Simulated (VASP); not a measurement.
# Mo3W (P4/mmm) in VASP: single point with PBE

Aim: the single point of Mo3W with PBE.

Everything below comes from runs of VASP 6.6.1. Logs are shortened: lines on timing, memory, paths and dates and some standing lists are left out, and cuts for length are marked.

## Step 1: The cell of the first run

Symmetry: P4/mmm, No. 123, tetragonal system. Conventional cell: a = 4.478 Å, b = 4.478 Å, c = 3.167 Å, α = 90.00°, β = 90.00°, γ = 90.00°. Within 3.6 Å of Mo (site symmetry mmm) lie 10 Mo at 2.74 to 3.17 Å and 4 W at 2.74 Å. Mo (site symmetry 4/mmm) has 10 Mo at 2.74 to 3.17 Å and 4 W at 3.17 Å within 3.6 Å. Within 3.6 Å of W (site symmetry 4/mmm) lie 12 Mo at 2.74 to 3.17 Å and 2 W at 3.17 Å.

## Step 2: Single point, PBE

Input file INCAR:

```
SYSTEM = Mo3W
PREC     = Accurate       ! precision mode
ENCUT    = 520            ! plane-wave cutoff, eV
EDIFF    = 1E-6           ! SCF threshold, eV
ISMEAR   = 0              ! smearing method
SIGMA    = 0.1            ! smearing width, eV
LREAL    = .False.        ! projectors in reciprocal space
LASPH    = .True.         ! aspherical terms in the spheres
NELM     = 60             ! most SCF steps
ALGO     = Fast           ! electronic algorithm
ISIF     = 2              ! what is computed and relaxed
LWAVE    = .False.        ! write WAVECAR
LCHARG   = .False.        ! write CHGCAR
GGA      = PE             ! functional
NBANDS   = 36             ! bands
```

Input file KPOINTS:

```
Automatic mesh
0
Gamma
  10 10 14
  0 0 0
```

Input file POSCAR:

```
Mo3W
1.0
    4.4782993457      0.0000000000      0.0000000000
    0.0000000000      4.4782993457      0.0000000000
    0.0000000000      0.0000000000      3.1670031589
Mo W
3 1
Direct
    0.0000000000      0.5000000000      0.5000000000
    0.5000000000      0.0000000000      0.5000000000
    0.5000000000      0.5000000000      0.0000000000
    0.0000000000      0.0000000000      0.0000000000
```

Potentials or basis: VASP PAW PBE potentials, release 64 (Mo_sv, W_sv).

Command:

```console
$ cat potpaw_PBE.64/Mo_sv/POTCAR potpaw_PBE.64/W_sv/POTCAR > POTCAR
$ mpirun -np 1 vasp_std > vasp.out
```

OUTCAR:

```text
SYSTEM = Mo3W
   PREC = Accurate
   ENCUT = 520
   EDIFF = 1E-6
   ISMEAR = 0
   LREAL = .False.
   LASPH = .True.
   NELM = 60
   ISIF = 2
   GGA = PE

 ion  position               nearest neighbor table
   1  0.000  0.500  0.500-   3 2.74   4 2.74   3 2.74   4 2.74   4 2.74   4 2.74   3 2.74   3 2.74
                             2 3.17   2 3.17   2 3.17   2 3.17
   2  0.500  0.000  0.500-   3 2.74   4 2.74   3 2.74   4 2.74   3 2.74   3 2.74   4 2.74   4 2.74
                             1 3.17   1 3.17   1 3.17   1 3.17
   3  0.500  0.500  0.000-   1 2.74   2 2.74   1 2.74   2 2.74   2 2.74   2 2.74   1 2.74   1 2.74
                             4 3.17   4 3.17   4 3.17   4 3.17
   4  0.000  0.000  0.000-   1 2.74   2 2.74   1 2.74   2 2.74   1 2.74   1 2.74   2 2.74   2 2.74
                             3 3.17   3 3.17   3 3.17   3 3.17

  LATTYP: Found a simple tetragonal cell.
 ALAT       =     4.4782993457
 C/A-ratio  =     0.7071888041

  Lattice vectors:

 A1 = (   4.4782993457,   0.0000000000,   0.0000000000)
 A2 = (   0.0000000000,   4.4782993457,   0.0000000000)
 A3 = (   0.0000000000,   0.0000000000,   3.1670031589)

Analysis of symmetry for initial positions (statically):
=====================================================================
 Subroutine PRICEL returns:
 Original cell was already a primitive cell.

 Routine SETGRP: Setting up the symmetry group for a
 simple tetragonal supercell.

 Subroutine GETGRP returns: Found 16 space group operations
 (whereof 16 operations were pure point group operations)
 out of a pool of 16 trial point group operations.

The static configuration has the point symmetry D_4h.

Analysis of symmetry for dynamics (positions and initial velocities):
=====================================================================
 Subroutine PRICEL returns:
 Original cell was already a primitive cell.

 Routine SETGRP: Setting up the symmetry group for a
 simple tetragonal supercell.

 Subroutine GETGRP returns: Found 16 space group operations
 (whereof 16 operations were pure point group operations)
 out of a pool of 16 trial point group operations.

The dynamic configuration has the point symmetry D_4h.

 Subroutine INISYM returns: Found 16 space group operations
 (whereof 16 operations are pure point group operations),
 and found     1 'primitive' translations

----------------------------------------------------------------------------------------

                                     Primitive cell

  volume of cell :      63.5148

  direct lattice vectors                    reciprocal lattice vectors
     4.478299346  0.000000000  0.000000000     0.223299052  0.000000000  0.000000000
     0.000000000  4.478299346  0.000000000     0.000000000  0.223299052  0.000000000
     0.000000000  0.000000000  3.167003159     0.000000000  0.000000000  0.315755921

  length of vectors
     4.478299346  4.478299346  3.167003159     0.223299052  0.223299052  0.315755921

  position of ions in fractional coordinates (direct lattice)
     0.000000000  0.500000000  0.500000000
     0.500000000  0.000000000  0.500000000
     0.500000000  0.500000000  0.000000000
     0.000000000  0.000000000  0.000000000

  ion indices of the primitive-cell ions
   primitive index   ion index
                 1           1
                 2           2
                 3           3
                 4           4

----------------------------------------------------------------------------------------

 KPOINTS: Automatic mesh

Automatic generation of k-mesh.
 Grid dimensions read from file:
 generate k-points for:   10   10   14

 Generating k-lattice:

  Cartesian coordinates                     Fractional coordinates (reciprocal lattice)
     0.022329905  0.000000000  0.000000000     0.100000000  0.000000000  0.000000000
     0.000000000  0.022329905  0.000000000     0.000000000  0.100000000  0.000000000
     0.000000000  0.000000000  0.022553994     0.000000000  0.000000000  0.071428571

  Length of vectors
     0.022329905  0.022329905  0.022553994

  Shift w.r.t. Gamma in fractional coordinates (k-lattice)
     0.000000000  0.000000000  0.000000000

 Subroutine IBZKPT returns following result:
 ===========================================

 Found    168 irreducible k-points:

 Following reciprocal coordinates:
            Coordinates               Weight
  0.000000  0.000000  0.000000      1.000000
  0.100000  0.000000  0.000000      4.000000
  0.200000  0.000000  0.000000      4.000000
  0.300000  0.000000  0.000000      4.000000
  0.400000  0.000000  0.000000      4.000000
  0.500000  0.000000  0.000000      2.000000
[... 16 lines left out ...]
  0.100000  0.000000  0.071429      8.000000
  0.200000  0.000000  0.071429      8.000000
 [... further k-points ...]
   k-points           NKPTS =    168   k-points in BZ     NKDIM =    168   number of bands    NBANDS=     36
   number of dos      NEDOS =    301   number of ions     NIONS =      4
   total plane-waves  NPLWV =  31104
   dimension x,y,z NGX =    36 NGY =   36 NGZ =   24
   dimension x,y,z NGXF=    72 NGYF=   72 NGZF=   48
   ions per type =               3   1
   NGX,Y,Z   is equivalent  to a cutoff of  13.36, 13.36, 12.60 a.u.
   NGXF,Y,Z  is equivalent  to a cutoff of  26.73, 26.73, 25.20 a.u.
 SYSTEM =  Mo3W
   PREC   = accura    normal or accurate (medium, high low for compatibility)
   ISTART =      0    job   : 0-new  1-cont  2-samecut
   ICHARG =      2    charge: 1-file 2-atom 10-const
   ISPIN  =      1    spin polarized calculation?
   LNONCOLLINEAR =      F non collinear calculations
   LSORBIT =      F    spin-orbit coupling
   LASPH  =      T    aspherical Exc in radial PAW
   ENCUT  =  520.0 eV  38.22 Ry    6.18 a.u.   8.33  8.33  5.89*2*pi/ulx,y,z
   NELM   =     60;   NELMIN=  2; NELMDL= -5     # of ELM steps
   EDIFF  = 0.1E-05   stopping-criterion for ELM
   LREAL  =      F    real-space projection
   EDIFFG = 0.1E-04   stopping-criterion for IOM
   NSW    =      0    number of steps for IOM
   IBRION =     -1    ionic relax: 0-MD 1-quasi-New 2-CG
   NFREE  =      0    steps in history (QN), initial steepest desc. (CG)
   ISIF   =      2    stress and relaxation
   ISYM   =      2    0-nonsym 1-usesym 2-fastsym
   POTIM  = 0.5000    time-step for ionic-motion
   TEBEG  =    0.0;   TEEND  =   0.0 temperature during run
   PSTRESS=    0.0 pullay stress
   NELECT =      56.0000    total number of electrons
   NUPDOWN=      -1.0000    fix difference up-down
   EMIN   =  10.00;   EMAX   =-10.00  energy-range for DOS
   EFERMI =   0.00;   METHOD = LEGACY
   ISMEAR =     0;   SIGMA  =   0.10  broadening in eV -4-tet -1-fermi 0-gaus
   EFERMI_NEDOS =   21; number of points for ismear=-14 and -15
   IALGO  =     68    algorithm
   IMIX   =      4    mixing-type and parameters
     AMIX     =   0.40;   BMIX     =  1.00
     AMIX_MAG =   1.60;   BMIX_MAG =  1.00
  volume/ion in A,a.u.               =      15.88       107.15
  Fermi-wavevector in a.u.,A,eV,Ry     =   1.569806  2.966503 33.528704  2.464290
  Thomas-Fermi vector in A             =   2.671633
   LORBIT       =      0    0 simple, 1 ext, 2 COOP (PROOUT), +10 PAW based schemes
   GGA     = PE    functional components
   LHFCALC =     F    Hartree Fock is set to
   AEXX    =    0.0000 exact exchange contribution
   IVDW    =     0    specifies the selected vdW correction
   LEPSILON=     F    determine dielectric tensor
   LRPA    =     F    only Hartree local field effects (RPA)
 non-spin polarized calculation
 RMM-DIIS sequential band-by-band and
 Gauss-broadening in eV      SIGMA  =   0.10
  energy-cutoff  :      520.00
  volume of cell :       63.51
 maximum number of plane-waves:      1744
 NGX is ok and might be reduce to    36
   NGX = 17   NGY = 17   NGZ = 11

 number of electron      56.0000005 magnetization

 Free energy of the ion-electron system (eV)
  ---------------------------------------------------
  ext. energy  EPLUGINS =         0.00000000
  ---------------------------------------------------
  free energy    TOTEN  =       -45.78105118 eV

  energy without entropy =      -45.77067083  energy(sigma->0) =      -45.77586100

 E-fermi :  12.1300     XC(G=0): -13.3865

 val. band max:       12.1288261886   @ k =   0.2000   0.0000   0.3571
 cond. band min:      12.1313868018   @ k =   0.4000   0.4000   0.1429
 fundamental gap:      0.0025606132
 Fermi energy:        12.1300249833

 k-point     1 :       0.0000    0.0000    0.0000
  band No.  band energies     occupation
      1     -62.0125      2.00000
      2     -49.1105      2.00000
      3     -48.8764      2.00000
      4     -48.7991      2.00000
      5     -26.3177      2.00000
      6     -26.3177      2.00000
[... 28 lines left out ...]
     35      16.1784      0.00000
     36      16.1890      0.00000

 k-point     2 :       0.1000    0.0000    0.0000
  band No.  band energies     occupation
      1     -62.0125      2.00000
      2     -49.1068      2.00000
      3     -48.8774      2.00000
      4     -48.8021      2.00000
      5     -26.3169      2.00000
      6     -26.3098      2.00000
[... 28 lines left out ...]
     35      15.7606      0.00000
     36      15.9532      0.00000

 k-point     3 :       0.2000    0.0000    0.0000
  band No.  band energies     occupation
      1     -62.0124      2.00000
      2     -49.0966      2.00000
      3     -48.8807      2.00000
      4     -48.8099      2.00000
      5     -26.3150      2.00000
      6     -26.2890      2.00000
[... 28 lines left out ...]
     35      15.0413      0.00000
     36      16.4227      0.00000

 k-point     4 :       0.3000    0.0000    0.0000
  band No.  band energies     occupation
      1     -62.0124      2.00000
      2     -49.0828      2.00000
      3     -48.8862      2.00000
      4     -48.8192      2.00000
      5     -26.3126      2.00000
      6     -26.2629      2.00000
[... 28 lines left out ...]
     35      14.3859      0.00000
     36      15.2413      0.00000

 k-point     5 :       0.4000    0.0000    0.0000
  band No.  band energies     occupation
      1     -62.0124      2.00000
      2     -49.0701      2.00000
      3     -48.8926      2.00000
      4     -48.8263      2.00000
      5     -26.3106      2.00000
      6     -26.2414      2.00000
[... 655 lines left out ...]
 k-point    22 :       0.0000    0.0000    0.0714
  band No.  band energies     occupation
      1     -62.0120      2.00000
      2     -49.1060      2.00000
      3     -48.8754      2.00000
      4     -48.8019      2.00000
      5     -26.3128      2.00000
      6     -26.3128      2.00000
[... 28 lines left out ...]
     35      15.8723      0.00000
     36      15.8750      0.00000

 k-point    23 :       0.1000    0.0000    0.0714
  band No.  band energies     occupation
      1     -62.0120      2.00000
      2     -49.1024      2.00000
      3     -48.8765      2.00000
      4     -48.8048      2.00000
      5     -26.3121      2.00000
      6     -26.3057      2.00000
[... 28 lines left out ...]
     35      15.2344      0.00000
     36      15.9007      0.00000

 k-point    24 :       0.2000    0.0000    0.0714
  band No.  band energies     occupation
      1     -62.0120      2.00000
      2     -49.0925      2.00000
      3     -48.8797      2.00000
      4     -48.8122      2.00000
      5     -26.3102      2.00000
      6     -26.2870      2.00000
[... 28 lines left out ...]
     35      15.5284      0.00000
     36      15.8188      0.00000

 [... further k-points ...]
[... 5 lines left out ...]
  --------------------------------------------------------------------------------------
  -------------------------------------------------------------------------------------
  Total        0.1953443      0.1953443      0.1844479      0.0000000      0.0000000      0.0000000
  in kB        4.9276129      4.9276129      4.6527473      0.0000000      0.0000000      0.0000000
  external PRESSURE =       4.8359910 kB  Pullay stress =       0.0000000 kB

 VOLUME and BASIS-vectors are now :
 -----------------------------------------------------------------------------
  energy-cutoff  :      520.00
  volume of cell :       63.51
      direct lattice vectors                 reciprocal lattice vectors
     4.478299346  0.000000000  0.000000000     0.223299052  0.000000000  0.000000000
     0.000000000  4.478299346  0.000000000     0.000000000  0.223299052  0.000000000
     0.000000000  0.000000000  3.167003159     0.000000000  0.000000000  0.315755921

 POSITION                                       TOTAL-FORCE (eV/Angst)
 -----------------------------------------------------------------------------------
      0.00000      2.23915      1.58350         0.000000      0.000000      0.000000
      2.23915      0.00000      1.58350         0.000000      0.000000      0.000000
      2.23915      2.23915      0.00000         0.000000      0.000000      0.000000
      0.00000      0.00000      0.00000         0.000000      0.000000      0.000000
 -----------------------------------------------------------------------------------
    total drift:                                0.000000      0.000000      0.000000

  FREE ENERGIE OF THE ION-ELECTRON SYSTEM (eV)
  ---------------------------------------------------
  free  energy   TOTEN  =       -45.7810511790 eV

  energy  without entropy=      -45.7706708298  energy(sigma->0) =      -45.77586100
```

Run time: 5.4 min. Hardware: 1 thread of Intel Xeon Platinum 8259CL at 2.50GHz (Skylake/Cascade Lake), shared host; peak memory 0.41 GiB.

Results:

| Quantity | Value |
| --- | --- |
| Free energy | -45.7811 eV |
| Pressure | 0.5 GPa |
| Band gap on the k mesh | zero (band 28 reaches 13.65 eV, above the bottom of band 29 at 11.49 eV) |

Levels at points of the mesh, in eV from the Fermi level:
```
           k point  band 26  band 27  band 28  band 29  band 30  band 31
(0.00, 0.00, 0.00)    -1.33     1.32     1.32     1.57     1.68     1.72
(0.50, 0.00, 0.00)    -1.62    -0.84    -0.68     0.21     0.32     0.97
(0.50, 0.50, 0.00)    -0.68    -0.68    -0.68    -0.64    -0.56    -0.56
(0.00, 0.00, 0.50)    -2.65    -0.68    -0.68    -0.53    -0.53     0.83
(0.50, 0.00, 0.50)    -1.89    -1.83    -1.73     1.21     1.25     1.51
(0.50, 0.50, 0.50)     1.32     1.32     1.52     1.53     1.72     1.72
```

Caveat: spin-orbit coupling is left out, which moves the levels of the heavy elements.
